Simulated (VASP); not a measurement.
Sr, 1 atom in the cell. The structure is tetragonal, space group I4/mmm (No. 139). Conventional cell: a = 5.044 Å, b = 5.044 Å, c = 4.656 Å, α = 90.00°, β = 90.00°, γ = 90.00°. Sr (site symmetry 4/mmm) has 14 Sr at 4.26 to 5.04 Å within 5.6 Å.  This cell differs from its parent crystal: strain +0.040 along x and y, -0.040 along z.

| Item | Value |
| --- | --- |
| Program | VASP 6.6.1 |
| Task | single point |
| Functional | r2SCAN |
| Potentials or basis | VASP PAW PBE potentials, release 64 (Sr_sv) |
| Cutoff | 520 eV |
| k mesh | 14 × 14 × 14 |
| Occupations | gaussian, width 0.15 eV |
| Spin | no spin polarisation |
| Dipole correction | no |
| Further INCAR settings | ALGO = Normal; EDIFF = 1e-06; NBANDS = 11 |

Potentials or basis: VASP PAW PBE potentials, release 64 (Sr_sv).

Run with:

```bash
$ cat potpaw_PBE.64/Sr_sv/POTCAR > POTCAR
$ cp INCAR.step1 INCAR
$ mpirun -np 1 vasp_std > vasp.out
$ cp INCAR.step2 INCAR
$ mpirun -np 1 vasp_std > vasp.out
```

Hardware: 1 thread of Intel(R) Xeon(R) 6975P-C (Granite Rapids), on a shared host.

How long does it take, and how much memory?

It took 2.3 min on 1 thread of Intel(R) Xeon(R) 6975P-C (Granite Rapids), on a shared host, peak memory 0.3 GiB. Counts: k points 244.
